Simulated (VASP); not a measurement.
Write the native input for VASP 6.6.1 that does the following.

```yaml
Task: relaxation of cell and atoms
Functional: LDA
Potentials_or_basis: VASP PAW LDA potentials, release 64 (Mg, H)
Cutoff: 600 eV
k_mesh: 6 × 6 × 8
Occupations: gaussian, width 0.02 eV
Spin: no spin polarisation
Dipole_correction: no
Further_INCAR_settings: ALGO = Normal; EDIFF = 1e-06; IBRION = 2; EDIFFG = -0.005; NSW = 70; ISIF = 3
```

The structure of MgH2 lies in POSCAR:

```
MgH2
1.0
    4.5178551150      0.0000000000      0.0000000000
    0.0000000000      4.5178551150      0.0000000000
    0.0000000000      0.0000000000      3.0120664632
Mg H
2 4
Direct
    0.0000000000      0.0000000000      0.0000000000
    0.5000000000      0.5000000000      0.5000000000
    0.3044392695      0.3044392695      0.0000000000
    0.1955607305      0.8044392695      0.5000000000
    0.6955607305      0.6955607305      0.0000000000
    0.8044392695      0.1955607305      0.5000000000
```

The input as run:

INCAR

```
SYSTEM = MgH2
PREC = Accurate ; ENCUT = 600
EDIFF = 1E-6 ; ISMEAR = 0
SIGMA = 0.02 ; LREAL = .False.
LASPH = .True. ; NELM = 60
ALGO = Normal ; ISIF = 3
LWAVE = .False. ; LCHARG = .False.
IBRION = 2 ; NSW = 70
EDIFFG = -0.005
```

KPOINTS

```
Automatic mesh
0
Gamma
  6 6 8
  0 0 0
```

Potentials or basis: VASP PAW LDA potentials, release 64 (Mg, H).

Run with:

```sh
$ cat potpaw_LDA.64/Mg/POTCAR potpaw_LDA.64/H/POTCAR > POTCAR
$ mpirun -np 1 vasp_std > vasp.out
```

Results of the run:

```yaml
Relaxed_volume: 9.65 Å³/atom
Relaxed_cell: a = 4.415 Å, b = 4.415 Å, c = 2.970 Å, α = 90.00°, β = 90.00°, γ = 90.00°
Space_group_after_relaxing_to_0.05_Å: P4_2/mnm (No. 136)
Energy_gained_by_relaxing: 5.9 meV/atom
Ionic_steps: 8
Pressure_after_relaxing: 0.0 GPa
Band_gap_on_the_k_mesh: 3.51 eV, indirect (least direct gap 4.39 eV)
```

Run time: 55 s on 1 thread of Intel(R) Xeon(R) 6975P-C (Granite Rapids) (shared host), peak memory 0.17 GiB.
